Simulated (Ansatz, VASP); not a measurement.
**Two plane-wave programs on MgS**

```
Mg S
1.0
     0.00000    2.85396    2.78402
     2.85396    0.00000    2.78402
     2.85396    2.85396    0.00000
Mg S
1 1
Direct
  0.00000 0.00000 0.00000
  0.25000 0.25000 0.25000
```

Change from the starting cell: strained cell.

Alike in both runs: functional PBEsol; k mesh 6 × 6 × 6; occupations gaussian, width 0.02 eV; no spin polarisation.

Ansatz relaxed the structure, and its values are those at the end. VASP's run is a single point on that final structure, the one shown.

```csv
,VASP,Ansatz
version,VASP 6.6.1,Ansatz 0.2.0
potentials or method,"VASP PAW PBE potentials, release 64 (Mg, S), cutoff 600 eV","scalar-relativistic, plane waves, PAW"
valence electrons in the cell,8,16
```

VASP gave:

| Item | Value |
| --- | --- |
| gap on the k mesh at the Fermi level (eV) | 3.25 |
| least direct gap on the mesh (eV) | 3.25 |
| pressure (GPa) | -0.4 |

Task: What did Ansatz give for the same quantities?

Result: gap on the k mesh at the Fermi level (eV): 3.25; least direct gap on the mesh (eV): 3.25; pressure (GPa): -0.3.

VASP's potentials were made for PBE, not for PBEsol, and Ansatz warns of the same on its side. With one functional, cell and mesh, what is left measures potentials, basis and numerics. VASP's potentials hold 8 valence electrons a cell and Ansatz's 16, so a difference there can come from the potentials and not from the codes. Ansatz's warnings: stress scf threshold loose.
